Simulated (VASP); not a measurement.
**AgCl: single point with r2SCAN**

Crystal: AgCl.

```xyz
4
Lattice="4.5184 0.0000 0.0000 -2.2592 3.9130 0.0000 0.0000 0.0000 5.7230" Properties=species:S:1:pos:R:3 pbc="T T T"
Ag    0.0000    2.6087    1.4308
Ag    2.2592    1.3043    4.2923
Cl    2.2592    1.3043    1.4308
Cl    0.0000    2.6087    4.2923
```

| Quantity | Value |
| --- | --- |
| Program | VASP 6.6.1 |
| Task | single point |
| Functional | r2SCAN |
| Potentials or basis | VASP PAW PBE potentials, release 64 (Ag, Cl) |
| Cutoff | 520 eV |
| k mesh | 6 × 6 × 4 |
| Occupations | gaussian, width 0.01 eV |
| Spin | no spin polarisation |

The pressure is -0.1 GPa and the band gap on the k mesh is 1.77 eV, indirect (least direct gap 1.78 eV).

Levels at points of the mesh, in eV from the valence-band top:
```csv
k point,band 16,band 17,band 18,band 19,band 20,band 21
"(0.00, 0.00, 0.00)",-0.30,-0.01,-0.01,1.77,3.55,7.95
"(0.50, 0.00, 0.00)",-1.39,-1.38,-1.02,4.54,4.87,6.41
"(0.00, 0.00, 0.50)",-0.11,-0.11,-0.11,3.84,3.84,7.85
"(0.50, 0.00, 0.50)",-1.12,-0.13,-0.13,5.25,5.25,6.77
```

It took 7.3 min on 1 thread of Oxide Virtual Turin-like Processor (shared host), peak memory 0.23 GiB.

Caveat: the PAW data sets were made with another functional, which shifts forces and pressure a little. r2SCAN opens gaps a little over a GGA but as a rule still falls short of measured ones.
